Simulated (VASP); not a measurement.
# BeMo (F-43m) in VASP: relaxation of cell and atoms with PBE

Aim: the relaxation of cell and atoms of BeMo with PBE.

All numbers are computed with VASP 6.6.1; they aren't measurements. Logs are shortened: lines on timing, memory, paths and dates and some standing lists are left out, and cuts for length are marked.

### Step 1. The cell of the first run

Symmetry: F-43m, No. 216, cubic system. The conventional cell has a = 5.030 Å, b = 5.030 Å, c = 5.030 Å, α = 90.00°, β = 90.00°, γ = 90.00°. Within 2.9 Å of Be (site symmetry -43m) lie 4 Mo at 2.18 Å. Within 2.9 Å of Mo (site symmetry -43m) lie 4 Be at 2.18 Å.

### Step 2. Relaxation of cell and atoms, PBE

Input file INCAR:

```
SYSTEM = BeMo
ALGO = Fast ; EDIFF = 1E-6
EDIFFG = -0.01 ; ENCUT = 600
GGA = PE ; IBRION = 2
ISIF = 3 ; ISMEAR = 0
LASPH = .TRUE. ; LCHARG = .FALSE.
LREAL = .FALSE. ; LWAVE = .FALSE.
NELM = 80 ; NSW = 100
PREC = Accurate ; SIGMA = 0.1
```

Input file KPOINTS:

```
k-points
0
G
  20 20 20
  0 0 0
```

Input file POSCAR:

```
BeMo
1.0
    0.0000000000      2.5152012823      2.5152012823
    2.5152012823      0.0000000000      2.5152012823
    2.5152012823      2.5152012823      0.0000000000
Be Mo
1 1
Direct
    0.0000000000      0.0000000000      0.0000000000
    0.2500000000      0.2500000000      0.2500000000
```

Potentials or basis: VASP PAW PBE potentials, release 64 (Be, Mo_sv).

The run is started by

```console
> cat potpaw_PBE.64/Be/POTCAR potpaw_PBE.64/Mo_sv/POTCAR > POTCAR
> mpirun -np 1 vasp_std > vasp.out
```

OUTCAR:

```text
SYSTEM = BeMo
   EDIFF = 1E-6
   EDIFFG = -0.01
   ENCUT = 600
   GGA = PE
   IBRION = 2
   ISIF = 3
   ISMEAR = 0
   LASPH = .TRUE.
   LREAL = .FALSE.
   NELM = 80
   NSW = 100
   PREC = Accurate

 ion  position               nearest neighbor table
   1  0.000  0.000  0.000-   2 2.18   2 2.18   2 2.18   2 2.18
   2  0.250  0.250  0.250-   1 2.18   1 2.18   1 2.18   1 2.18

  LATTYP: Found a face centered cubic cell.
 ALAT       =     5.0304025646

  Lattice vectors:

 A1 = (   0.0000000000,   2.5152012823,   2.5152012823)
 A2 = (   2.5152012823,   0.0000000000,   2.5152012823)
 A3 = (   2.5152012823,   2.5152012823,   0.0000000000)

Analysis of symmetry for initial positions (statically):
=====================================================================
 Subroutine PRICEL returns:
 Original cell was already a primitive cell.

 Routine SETGRP: Setting up the symmetry group for a
 face centered cubic supercell.

 Subroutine GETGRP returns: Found 24 space group operations
 (whereof 24 operations were pure point group operations)
 out of a pool of 48 trial point group operations.

The static configuration has the point symmetry T_d .

Analysis of symmetry for dynamics (positions and initial velocities):
=====================================================================
 Subroutine PRICEL returns:
 Original cell was already a primitive cell.

 Routine SETGRP: Setting up the symmetry group for a
 face centered cubic supercell.

 Subroutine GETGRP returns: Found 24 space group operations
 (whereof 24 operations were pure point group operations)
 out of a pool of 48 trial point group operations.

The dynamic configuration has the point symmetry T_d .

 Subroutine INISYM returns: Found 24 space group operations
 (whereof 24 operations are pure point group operations),
 and found     1 'primitive' translations

----------------------------------------------------------------------------------------

                                     Primitive cell

  volume of cell :      31.8235

  direct lattice vectors                    reciprocal lattice vectors
     0.000000000  2.515201282  2.515201282    -0.198791247  0.198791247  0.198791247
     2.515201282  0.000000000  2.515201282     0.198791247 -0.198791247  0.198791247
     2.515201282  2.515201282  0.000000000     0.198791247  0.198791247 -0.198791247

  length of vectors
     3.557031766  3.557031766  3.557031766     0.344316540  0.344316540  0.344316540

  position of ions in fractional coordinates (direct lattice)
     0.000000000  0.000000000  0.000000000
     0.250000000  0.250000000  0.250000000

  ion indices of the primitive-cell ions
   primitive index   ion index
                 1           1
                 2           2

----------------------------------------------------------------------------------------

 KPOINTS: k-points

Automatic generation of k-mesh.
 Grid dimensions read from file:
 generate k-points for:   20   20   20

 Generating k-lattice:

  Cartesian coordinates                     Fractional coordinates (reciprocal lattice)
    -0.009939562  0.009939562  0.009939562     0.050000000  0.000000000  0.000000000
     0.009939562 -0.009939562  0.009939562     0.000000000  0.050000000  0.000000000
     0.009939562  0.009939562 -0.009939562     0.000000000  0.000000000  0.050000000

  Length of vectors
     0.017215827  0.017215827  0.017215827

  Shift w.r.t. Gamma in fractional coordinates (k-lattice)
     0.000000000  0.000000000  0.000000000

 Subroutine IBZKPT returns following result:
 ===========================================

 Found    256 irreducible k-points:

 Following reciprocal coordinates:
            Coordinates               Weight
  0.000000  0.000000  0.000000      1.000000
  0.050000  0.000000  0.000000      8.000000
  0.100000  0.000000  0.000000      8.000000
  0.150000  0.000000  0.000000      8.000000
  0.200000  0.000000  0.000000      8.000000
  0.250000  0.000000  0.000000      8.000000
[... 16 lines left out ...]
 -0.400000  0.050000  0.000000     24.000000
 -0.350000  0.050000  0.000000     24.000000
 [... further k-points ...]
   k-points           NKPTS =    256   k-points in BZ     NKDIM =    256   number of bands    NBANDS=     12
   number of dos      NEDOS =    301   number of ions     NIONS =      2
   total plane-waves  NPLWV =  21952
   dimension x,y,z NGX =    28 NGY =   28 NGZ =   28
   dimension x,y,z NGXF=    56 NGYF=   56 NGZF=   56
   ions per type =               1   1
   NGX,Y,Z   is equivalent  to a cutoff of  13.09, 13.09, 13.09 a.u.
   NGXF,Y,Z  is equivalent  to a cutoff of  26.17, 26.17, 26.17 a.u.
 SYSTEM =  BeMo
   PREC   = accura    normal or accurate (medium, high low for compatibility)
   ISTART =      0    job   : 0-new  1-cont  2-samecut
   ICHARG =      2    charge: 1-file 2-atom 10-const
   ISPIN  =      1    spin polarized calculation?
   LNONCOLLINEAR =      F non collinear calculations
   LSORBIT =      F    spin-orbit coupling
   LASPH  =      T    aspherical Exc in radial PAW
   ENCUT  =  600.0 eV  44.10 Ry    6.64 a.u.   7.10  7.10  7.10*2*pi/ulx,y,z
   NELM   =     80;   NELMIN=  2; NELMDL= -5     # of ELM steps
   EDIFF  = 0.1E-05   stopping-criterion for ELM
   LREAL  =      F    real-space projection
   EDIFFG = -.1E-01   stopping-criterion for IOM
   NSW    =    100    number of steps for IOM
   IBRION =      2    ionic relax: 0-MD 1-quasi-New 2-CG
   NFREE  =      1    steps in history (QN), initial steepest desc. (CG)
   ISIF   =      3    stress and relaxation
   ISYM   =      2    0-nonsym 1-usesym 2-fastsym
   POTIM  = 0.5000    time-step for ionic-motion
   TEBEG  =    0.0;   TEEND  =   0.0 temperature during run
   PSTRESS=    0.0 pullay stress
   NELECT =      16.0000    total number of electrons
   NUPDOWN=      -1.0000    fix difference up-down
   EMIN   =  10.00;   EMAX   =-10.00  energy-range for DOS
   EFERMI =   0.00;   METHOD = LEGACY
   ISMEAR =     0;   SIGMA  =   0.10  broadening in eV -4-tet -1-fermi 0-gaus
   EFERMI_NEDOS =   21; number of points for ismear=-14 and -15
   IALGO  =     68    algorithm
   IMIX   =      4    mixing-type and parameters
     AMIX     =   0.40;   BMIX     =  1.00
     AMIX_MAG =   1.60;   BMIX_MAG =  1.00
  volume/ion in A,a.u.               =      15.91       107.38
  Fermi-wavevector in a.u.,A,eV,Ry     =   1.301763  2.459976 23.056271  1.694588
  Thomas-Fermi vector in A             =   2.432876
   LORBIT       =      0    0 simple, 1 ext, 2 COOP (PROOUT), +10 PAW based schemes
   GGA     = PE    functional components
   LHFCALC =     F    Hartree Fock is set to
   AEXX    =    0.0000 exact exchange contribution
   IVDW    =     0    specifies the selected vdW correction
   LEPSILON=     F    determine dielectric tensor
   LRPA    =     F    only Hartree local field effects (RPA)
 conjugate gradient relaxation of ions
 non-spin polarized calculation
 RMM-DIIS sequential band-by-band and
 Gauss-broadening in eV      SIGMA  =   0.10
  energy-cutoff  :      600.00
  volume of cell :       31.82
 maximum number of plane-waves:      1073
   NGX = 15   NGY = 15   NGZ = 15

--------------------------------------- Ionic step        1  -------------------------------------------

 number of electron      15.9999998 magnetization

 Free energy of the ion-electron system (eV)
  ---------------------------------------------------
  ext. energy  EPLUGINS =         0.00000000
  ---------------------------------------------------
  free energy    TOTEN  =       -11.07892923 eV

  energy without entropy =      -11.07058606  energy(sigma->0) =      -11.07475765

------------------------ aborting loop because EDIFF is reached ----------------------------------------

  FORCE on cell =-STRESS in cart. coord.  units (eV):
  Direction    XX          YY          ZZ          XY          YZ          ZX
  --------------------------------------------------------------------------------------
  -------------------------------------------------------------------------------------
  Total       -0.0437660     -0.0437660     -0.0437660      0.0000000      0.0000000      0.0000000
  in kB       -2.2034321     -2.2034321     -2.2034321      0.0000000      0.0000000      0.0000000
  external PRESSURE =      -2.2034321 kB  Pullay stress =       0.0000000 kB
[... 57 lines left out ...]
  energy  without entropy=      -11.0706253088  energy(sigma->0) =      -11.07478462

--------------------------------------- Ionic step        3  -------------------------------------------

 number of electron      15.9999999 magnetization

 Free energy of the ion-electron system (eV)
  ---------------------------------------------------
  ext. energy  EPLUGINS =         0.00000000
  ---------------------------------------------------
  free energy    TOTEN  =       -11.07896178 eV

  energy without entropy =      -11.07063280  energy(sigma->0) =      -11.07479729

 E-fermi :   6.1686     XC(G=0): -10.8072

 val. band max:        6.1640972725   @ k =  -0.2000   0.2000   0.0000
 cond. band min:       6.1702129329   @ k =   0.4000   0.2500   0.1000
 fundamental gap:      0.0061156604
 Fermi energy:         6.1686303463

 k-point     1 :       0.0000    0.0000    0.0000
  band No.  band energies     occupation
      1     -54.4896      2.00000
      2     -28.5333      2.00000
      3     -28.5333      2.00000
      4     -28.5333      2.00000
      5      -0.1103      2.00000
      6       4.1621      2.00000
      7       4.1621      2.00000
      8       4.1621      2.00000
      9       6.6392      0.00000
     10       6.6392      0.00000
     11      16.6696      0.00000
     12      16.6861      0.00000
[... 331 lines left out ...]
 k-point    24 :      -0.3500    0.0500    0.0000
  band No.  band energies     occupation
      1     -54.4806      2.00000
      2     -28.6468      2.00000
      3     -28.5562      2.00000
      4     -28.5516      2.00000
      5       1.9082      2.00000
      6       4.1696      2.00000
      7       4.5603      2.00000
      8       4.6110      2.00000
      9       6.8019      0.00000
     10       7.1133      0.00000
     11      10.3719      0.00000
     12      14.3419      0.00000

 [... further k-points ...]

------------------------ aborting loop because EDIFF is reached ----------------------------------------

  FORCE on cell =-STRESS in cart. coord.  units (eV):
  Direction    XX          YY          ZZ          XY          YZ          ZX
  --------------------------------------------------------------------------------------
  -------------------------------------------------------------------------------------
  Total       -0.0017696     -0.0017696     -0.0017696     -0.0000000      0.0000000      0.0000000
  in kB       -0.0892439     -0.0892439     -0.0892439     -0.0000000      0.0000000      0.0000000
  external PRESSURE =      -0.0892439 kB  Pullay stress =       0.0000000 kB
[... 17 lines left out ...]
  FREE ENERGIE OF THE ION-ELECTRON SYSTEM (eV)
  ---------------------------------------------------
  free  energy   TOTEN  =       -11.0789617766 eV

  energy  without entropy=      -11.0706328049  energy(sigma->0) =      -11.07479729

 reached required accuracy - stopping structural energy minimisation
```

Wall time 1.8 min (1 thread of Intel Xeon 6975P-C (Granite Rapids), shared host); peak memory 0.26 GiB.

What came out:

| Quantity | Value |
| --- | --- |
| Free energy | -11.0790 eV |
| Relaxed volume | 15.88 Å³/atom |
| Relaxed cell | a = 3.555 Å, b = 3.555 Å, c = 3.555 Å, α = 60.00°, β = 60.00°, γ = 60.00° |
| Space group after relaxing (to 0.1 Å) | F-43m (No. 216) |
| Energy gained by relaxing | 0.0 meV/atom |
| Ionic steps | 3 |
| Pressure after relaxing | 0.0 GPa |
| Band gap on the k mesh | zero (bands 8 and 9 overlap by 1.22 eV) |

Final structure:
```
Be Mo
1.0
     0.00000    2.51376    2.51376
     2.51376    0.00000    2.51376
     2.51376    2.51376    0.00000
Be Mo
1 1
Direct
  0.00000 0.00000 0.00000
  0.25000 0.25000 0.25000
```
